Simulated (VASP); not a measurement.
# MnS (P1) in VASP: single point with PBEsol+U

Aim: the single point of MnS with PBEsol+U.

Everything below comes from runs of VASP 6.6.1. Logs are shortened: lines on timing, memory, paths and dates and some standing lists are left out, and cuts for length are marked.

## 1. The cell of the first run

The typed cell holds 2 atoms: a = 3.015 Å, b = 3.065 Å, c = 3.039 Å, α = 89.89°, β = 90.09°, γ = 87.96°.

## 2. Single point, PBEsol+U, collinear spin, ferromagnetic start

INCAR reads:

```
SYSTEM = MnS
  ALGO = Normal
  EDIFF = 1E-6
  ENCUT = 680
  GGA = PS
  GGA_COMPAT = .False.
  ISIF = 2
  ISMEAR = 1
  ISPIN = 2
  LASPH = .True.
  LCHARG = .False.
  LDAU = .True.
  LDAUJ = 0.9 0
  LDAUL = 2 -1
  LDAUPRINT = 1
  LDAUTYPE = 1
  LDAUU = 2.9 0
  LMAXMIX = 4
  LORBIT = 11
  LREAL = .False.
  LWAVE = .False.
  MAGMOM = 5.2 0
  NBANDS = 22
  NELM = 200
  PREC = Accurate
  SIGMA = 0.1
```

KPOINTS reads:

```
k-points
0
Gamma
  7 6 7
  0 0 0
```

POSCAR reads:

```
MnS
1.0
    3.0145575800      0.0539997007     -0.0023238602
    0.0539997007      3.0647609744      0.0029749418
   -0.0023238602      0.0029749418      3.0390382456
Mn S
1 1
Direct
    0.4919700000      0.4549900000      0.4945000000
    0.9918500000      0.0275700000      0.0065200000
```

Potentials or basis: VASP PAW PBE potentials, release 64 (Mn_sv, S).

Started as:

```
$ cat potpaw_PBE.64/Mn_sv/POTCAR potpaw_PBE.64/S/POTCAR > POTCAR
$ mpirun -np 1 vasp_std > vasp.out
```

OUTCAR:

```text
SYSTEM = MnS
   EDIFF = 1E-6
   ENCUT = 680
   GGA = PS
   ISIF = 2
   ISMEAR = 1
   ISPIN = 2
   LASPH = .True.
   LORBIT = 11
   LREAL = .False.
   NELM = 200
   PREC = Accurate

 ion  position               nearest neighbor table
   1  0.492  0.455  0.495-   2 2.46   2 2.50   2 2.52   2 2.56   2 2.71   2 2.76   2 2.78
   2  0.992  0.028  0.007-   1 2.46   1 2.50   1 2.52   1 2.56   1 2.71   1 2.76   1 2.78

  LATTYP: Found a triclinic cell.
 ALAT       =     4.2225128160
 B/A-ratio  =     0.7140397711
 C/A-ratio  =     0.7197232365
 COS(alpha) =     0.0015177687
 COS(beta)  =     0.0024890164
 COS(gamma) =     0.6882544376

  Lattice vectors:

 A1 = (  -2.9605578793,   3.0107612737,   0.0052988020)
 A2 = (  -3.0145575800,  -0.0539997007,   0.0023238602)
 A3 = (  -0.0023238602,   0.0029749418,   3.0390382456)

Analysis of symmetry for initial positions (statically):
=====================================================================
 Subroutine PRICEL returns:
 Original cell was already a primitive cell.

 Routine SETGRP: Setting up the symmetry group for a
 triclinic supercell.

 Subroutine GETGRP returns: Found  1 space group operations
 (whereof  1 operations were pure point group operations)
 out of a pool of  2 trial point group operations.

The static configuration has the point symmetry C_1 .

Analysis of symmetry for dynamics (positions and initial velocities):
=====================================================================
 Subroutine PRICEL returns:
 Original cell was already a primitive cell.

 Routine SETGRP: Setting up the symmetry group for a
 triclinic supercell.

 Subroutine GETGRP returns: Found  1 space group operations
 (whereof  1 operations were pure point group operations)
 out of a pool of  2 trial point group operations.

The dynamic configuration has the point symmetry C_1 .

Analysis of structural, dynamic, and magnetic symmetry:
=====================================================================
 Subroutine PRICEL returns:
[... 171 lines left out ...]

 occupancies and eigenvectors

  o =  0.0646  v =  0.0000  0.0000  0.0000  0.0000  0.0000  0.6319 -0.6943  0.0072 -0.3443 -0.0038      0.0000  0.0000  0.0000  0.0000  0.0000  0.0000  0.0000  0.0000  0.0000  0.0000
  o =  0.0671  v =  0.0000  0.0000  0.0000  0.0000  0.0000  0.7596  0.6431  0.0012  0.0971  0.0005      0.0000  0.0000  0.0000  0.0000  0.0000  0.0000  0.0000  0.0000  0.0000  0.0000
  o =  0.0834  v =  0.0000  0.0000  0.0000  0.0000  0.0000  0.1540 -0.3229  0.0062  0.9338  0.0044      0.0000  0.0000  0.0000  0.0000  0.0000  0.0000  0.0000  0.0000  0.0000  0.0000
  o =  0.1211  v =  0.0000  0.0000  0.0000  0.0000  0.0000 -0.0039  0.0036  0.7465 -0.0062  0.6654      0.0000  0.0000  0.0000  0.0000  0.0000  0.0000  0.0000  0.0000  0.0000  0.0000
  o =  0.1495  v =  0.0000  0.0000  0.0000  0.0000  0.0000  0.0053 -0.0053 -0.6654 -0.0018  0.7465      0.0000  0.0000  0.0000  0.0000  0.0000  0.0000  0.0000  0.0000  0.0000  0.0000
  o =  0.8348  v =  0.1518 -0.4141  0.0109  0.8974 -0.0089  0.0000  0.0000  0.0000  0.0000  0.0000      0.0000  0.0000  0.0000  0.0000  0.0000  0.0000  0.0000  0.0000  0.0000  0.0000
  o =  0.8565  v =  0.8245  0.3726 -0.2204  0.0388  0.3624  0.0000  0.0000  0.0000  0.0000  0.0000      0.0000  0.0000  0.0000  0.0000  0.0000  0.0000  0.0000  0.0000  0.0000  0.0000
  o =  0.8583  v =  0.4338  0.0635  0.5275 -0.0577 -0.7254  0.0000  0.0000  0.0000  0.0000  0.0000      0.0000  0.0000  0.0000  0.0000  0.0000  0.0000  0.0000  0.0000  0.0000  0.0000
  o =  0.8611  v = -0.0466  0.0322  0.8198  0.0184  0.5696  0.0000  0.0000  0.0000  0.0000  0.0000      0.0000  0.0000  0.0000  0.0000  0.0000  0.0000  0.0000  0.0000  0.0000  0.0000
  o =  0.8622  v = -0.3268  0.8274  0.0324  0.4354 -0.1341  0.0000  0.0000  0.0000  0.0000  0.0000      0.0000  0.0000  0.0000  0.0000  0.0000  0.0000  0.0000  0.0000  0.0000  0.0000

 number of electron      21.0000001 magnetization       4.0585678

 Free energy of the ion-electron system (eV)
  ---------------------------------------------------
  ext. energy  EPLUGINS =         0.00000000
  ---------------------------------------------------
  free energy    TOTEN  =       -13.00070444 eV

  energy without entropy =      -12.99920016  energy(sigma->0) =      -13.00020302

 E-fermi :  10.6666     XC(G=0): -12.1210

 val. band max:       10.6653950974   @ k =   0.4286   0.3333   0.1429
 cond. band min:      10.6743602953   @ k =  -0.4286  -0.1667   0.4286
 fundamental gap:      0.0089651979
 Fermi energy:        10.6665646736

 spin component 1

 k-point     1 :       0.0000    0.0000    0.0000
  band No.  band energies     occupation
      1     -70.6048      1.00000
      2     -39.5054      1.00000
      3     -39.4680      1.00000
      4     -39.4333      1.00000
      5      -5.4139      1.00000
      6       5.7676      1.00000
[... 1193 lines left out ...]
     21      29.1718      0.00000
     22      30.8790      0.00000

 [... further k-points ...]
[... 5 lines left out ...]
  --------------------------------------------------------------------------------------
  -------------------------------------------------------------------------------------
  Total        1.5985331      1.3144227      1.4461382      0.0604182      0.1122803     -0.0211693
  in kB       91.2459543     75.0286356     82.5470956      3.4487327      6.4090776     -1.2083637
  external PRESSURE =      82.9405618 kB  Pullay stress =       0.0000000 kB

 VOLUME and BASIS-vectors are now :
 -----------------------------------------------------------------------------
  energy-cutoff  :      680.00
  volume of cell :       28.07
      direct lattice vectors                 reciprocal lattice vectors
     3.014557580  0.053999701 -0.002323860     0.331828571 -0.005846921  0.000259463
     0.053999701  3.064760974  0.002974942    -0.005846921  0.326393055 -0.000323980
    -0.002323860  0.002974942  3.039038246     0.000259463 -0.000323980  0.329051985

 POSITION                                       TOTAL-FORCE (eV/Angst)
 -----------------------------------------------------------------------------------
      1.50649      1.42247      1.50301        -0.115076      0.312240      0.068718
      2.99146      0.13807      0.01759         0.115076     -0.312240     -0.068718
 -----------------------------------------------------------------------------------
    total drift:                               -0.000296     -0.000422     -0.000004

  FREE ENERGIE OF THE ION-ELECTRON SYSTEM (eV)
  ---------------------------------------------------
  free  energy   TOTEN  =       -13.0007044445 eV

  energy  without entropy=      -12.9992001597  energy(sigma->0) =      -13.00020302

 total charge

# of ion       s       p       d       tot
------------------------------------------
    1        2.136   6.019   4.735  12.890
    2        1.360   2.333   0.000   3.694
--------------------------------------------------
tot          3.497   8.353   4.735  16.584

 magnetization (x)

# of ion       s       p       d       tot
------------------------------------------
    1        0.012   0.018   3.773   3.803
    2        0.028  -0.072   0.000  -0.044
--------------------------------------------------
tot          0.040  -0.054   3.773   3.760
```

OSZICAR:

```text
N       E                     dE             d eps       ncg     rms          rms(c)
DAV:   1     0.323387402655E+03    0.32339E+03   -0.12682E+04 13378   0.253E+03
DAV:   2     0.813863848982E+01   -0.31525E+03   -0.29740E+03 13772   0.496E+02
DAV:   3    -0.112522941035E+02   -0.19391E+02   -0.18923E+02 17994   0.128E+02
DAV:   4    -0.134935382441E+02   -0.22412E+01   -0.21892E+01 23648   0.280E+01
DAV:   5    -0.135128040071E+02   -0.19266E-01   -0.19261E-01 16556   0.288E+00    0.178E+01
DAV:   6    -0.130753865439E+02    0.43742E+00   -0.85594E+00 18948   0.441E+01    0.152E+01
DAV:   7    -0.129991844198E+02    0.76202E-01   -0.19933E+00 17988   0.251E+01    0.726E+00
DAV:   8    -0.130033007212E+02   -0.41163E-02   -0.64799E-02 17654   0.196E+00    0.404E+00
DAV:   9    -0.129995299222E+02    0.37708E-02   -0.21777E-02 23546   0.149E+00    0.988E-01
DAV:  10    -0.130002574460E+02   -0.72752E-03   -0.31390E-03 19316   0.721E-01    0.241E-01
DAV:  11    -0.130006463952E+02   -0.38895E-03   -0.48448E-04 19934   0.255E-01    0.122E-01
DAV:  12    -0.130006807670E+02   -0.34372E-04   -0.11224E-04 20432   0.985E-02    0.700E-02
DAV:  13    -0.130006982668E+02   -0.17500E-04   -0.11320E-04 20286   0.113E-01    0.409E-02
DAV:  14    -0.130007016469E+02   -0.33801E-05   -0.20835E-05 20456   0.550E-02    0.231E-02
DAV:  15    -0.130007040357E+02   -0.23889E-05   -0.77680E-06 19582   0.316E-02    0.874E-03
DAV:  16    -0.130007044445E+02   -0.40879E-06   -0.15220E-06 10814   0.149E-02
   1 F= -.13000704E+02 E0= -.13000203E+02  d E =-.150428E-02  mag=     4.0587
```

stdout:

```text
POSCAR found type information on POSCAR MnS
 POSCAR found :  2 types and       2 ions
 scaLAPACK will be used
 -----------------------------------------------------------------------------
|                                                                             |
|                                                                             |
|     You enforced a specific xc type in the INCAR file but a different       |
|     I HOPE YOU KNOW WHAT YOU ARE DOING!                                     |
|                                                                             |
 -----------------------------------------------------------------------------

 LDA part: xc-table for (Slater+PW92), standard interpolation
 POSCAR, INCAR and KPOINTS ok, starting setup
 FFT: planning ... GRIDC
 FFT: planning ... GRID_SOFT
 FFT: planning ... GRID
 WAVECAR not read
 entering main loop
```

Run time: 8.9 min. Hardware: 1 thread of AMD EPYC, shared host; peak memory 0.29 GiB.

What came out:

```
Free energy                                           : -13.0007 eV
Pressure                                              : 8.3 GPa
Largest force                                         : 0.340 eV/Å
Net moment                                            : 4.06 μB per cell
Site moments                                          : Mn +3.80; S -0.04 μB
Valence electrons inside the program's atomic spheres : Mn 12.89; S 3.69
```

Forces on the atoms (eV/Å):
```
Mn  -0.115  0.312  0.069
S    0.115 -0.312 -0.069
```

Levels at points of the mesh, in eV from the Fermi level:
Spin up:
| k point | band 10 | band 11 | band 12 | band 13 | band 14 | band 15 | band 16 | band 17 |
| --- | --- | --- | --- | --- | --- | --- | --- | --- |
| (0.00, 0.00, 0.00) | -3.03 | -1.77 | -1.75 | -1.53 | 2.09 | 6.27 | 6.66 | 15.30 |
| (0.00, 0.50, 0.00) | -2.93 | -2.38 | 0.79 | 0.84 | 4.99 | 6.36 | 7.95 | 8.20 |
Spin down:
```csv
k point,band 4,band 5,band 6,band 7,band 8,band 9,band 10,band 11,band 12,band 13
"(0.00, 0.00, 0.00)",-45.94,-15.96,-2.48,-1.95,-1.76,-1.02,-0.26,2.06,2.26,2.30
"(0.00, 0.50, 0.00)",-45.95,-14.38,-8.28,-2.19,-2.06,-0.11,2.32,2.56,3.75,3.78
```

Eigenvalues of the final occupation matrices:
```csv
site,spin,trace,eigenvalues
site 1 d,1,4.27,0.83 0.86 0.86 0.86 0.86
site 1 d,2,0.49,0.06 0.07 0.08 0.12 0.15
```

Caveat: the cell stands under pressure; the PAW data sets were made with another functional, which shifts forces and pressure a little; a cell with one magnetic atom can't hold antiferromagnetic order, which such compounds often take. The state reached can hang on the start; a lower one may exist.
